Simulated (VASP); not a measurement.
A run of VASP 6.6.1 is set up as follows.

File INCAR:

```
ALGO     = Normal         # electronic algorithm
EDIFF    = 1E-7           # SCF threshold, eV
EDIFFG   = -0.03          # ionic threshold
ENCUT    = 500            # plane-wave cutoff, eV
GGA      = PE             # functional
GGA_COMPAT= F            
IBRION   = 2              # ionic algorithm
ISIF     = 3              # what is computed and relaxed
ISMEAR   = -1             # smearing method
LASPH    = T              # aspherical terms in the spheres
LCHARG   = F              # write CHGCAR
LREAL    = F              # projectors in reciprocal space
LWAVE    = F              # write WAVECAR
NELM     = 120            # most SCF steps
NELMIN   = 4            
NSW      = 60             # ionic steps
PREC     = Accurate       # precision mode
SIGMA    = 0.1            # smearing width, eV
```

KPOINTS

```
k-points
0
Gamma
  20 20 20
```

File POSCAR:

```
Ag
1.0
   -1.6200000000      1.6200000000      1.6200000000
    1.6200000000     -1.6200000000      1.6200000000
    1.6200000000      1.6200000000     -1.6200000000
Ag
1
Direct
    0.0000000000      0.0000000000      0.0000000000
```

Potentials or basis: VASP PAW PBE potentials, release 64 (Ag).

Command:

```console
$ cat potpaw_PBE.64/Ag/POTCAR > POTCAR
$ mpirun -np 1 vasp_std > vasp.out
```

(1) What does it give for the band gap on the k mesh?

(2) Estimate the relaxed volume.

Results:

(1) zero (an odd number of electrons rules out a gap without spin polarisation).

(2) 17.99 Å³/atom.
